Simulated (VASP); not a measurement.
Wanted: the native input for a VASP 6.6.1 run.

```yaml
Task: single point
Functional: PBE
Potentials_or_basis: VASP PAW PBE potentials, release 64 (Ge_d, P)
Cutoff: 520 eV
k_mesh: 4 × 4 × 6
Occupations: gaussian, width 0.1 eV
Spin: no spin polarisation
Dipole_correction: no
Further_INCAR_settings: ALGO = Normal; EDIFF = 1e-06; NBANDS = 24
```

The structure of Ge2P lies in POSCAR:

```
Ge2P
1.0
    5.1416834279      0.0000000000      0.0000000000
    0.0000000000      5.1416834279      0.0000000000
    0.0000000000      0.0000000000      2.4588338499
Ge P
2 1
Direct
    0.0000000000      0.5000000000      0.0000000000
    0.5000000000      0.0000000000      0.0000000000
    0.0000000000      0.0000000000      0.0000000000
```

The cell was built from a structure type or drawn by symmetry, and may not be a known phase.

One way to write it, as run:

INCAR

```
  PREC = Accurate
  ENCUT = 520
  EDIFF = 1E-6
  ISMEAR = 0
  SIGMA = 0.1
  LREAL = False
  LASPH = True
  NELM = 80
  ALGO = Normal
  ISIF = 2
  LWAVE = False
  LCHARG = False
  GGA = PE
  NBANDS = 24
```

KPOINTS

```
Automatic mesh
0
Gamma
  4 4 6
```

Potentials or basis: VASP PAW PBE potentials, release 64 (Ge_d, P).

Launch:

```sh
$ cat potpaw_PBE.64/Ge_d/POTCAR potpaw_PBE.64/P/POTCAR > POTCAR
$ mpirun -np 1 vasp_std > vasp.out
```

It gave:

```yaml
Pressure: 0.0 GPa
Band_gap_on_the_k_mesh: zero (an odd number of electrons rules out a gap without spin polarisation)
```

Caveat: the k points lie up to 0.43 Å⁻¹ apart, too coarse for converged energies and pressures of a metal.

Run time: 47 s on 1 thread of Intel Xeon 8259CL, with other jobs on the host, peak memory 0.19 GiB.
